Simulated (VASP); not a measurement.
# Pb: single point with PBE

System: Pb, a slab with vacuum.

```xyz
3
Lattice="5.6565 0.0000 0.0000 -2.8283 4.8987 0.0000 0.0000 0.0000 18.3093" Properties=species:S:1:pos:R:3 pbc="T T T"
Pb    0.0000    1.6329    8.3168
Pb    0.0000    4.8987    9.5722
Pb    2.8283    3.2658    9.5750
```

```json
{
  "Program": "VASP 6.6.1",
  "Task": "single point",
  "Functional": "PBE",
  "Potentials or basis": "VASP PAW PBE potentials, release 64 (Pb_d)",
  "Cutoff": "520 eV",
  "k mesh": "8 × 8 × 1",
  "Occupations": "fermi-dirac, width 0.08 eV",
  "Spin": "no spin polarisation"
}
```

```
Largest force          : 0.006 eV/Å
Band gap on the k mesh : zero (bands 21 and 22 overlap by 0.35 eV)
```

Forces in eV/Å, atoms in the order of the input:
```
Pb   0.000  0.000 -0.004
Pb   0.000  0.000  0.006
Pb   0.000  0.000 -0.002
```

Levels at points of the mesh, in eV from the Fermi level:
```csv
k point,band 18,band 19,band 20,band 21,band 22,band 23,band 24,band 25
"(0.00, 0.00, 0.00)",-6.03,-0.92,-0.92,-0.86,-0.48,-0.48,0.78,2.64
"(0.50, 0.00, 0.00)",-7.05,-2.51,-0.93,-0.69,1.13,2.34,2.35,2.46
```

Wall time 2 min on 1 thread of Intel(R) Xeon(R) 6975P-C (Granite Rapids), with other jobs on the host, peak memory 0.55 GiB.

Caveat: spin-orbit coupling is left out, which moves the levels of the heavy elements.
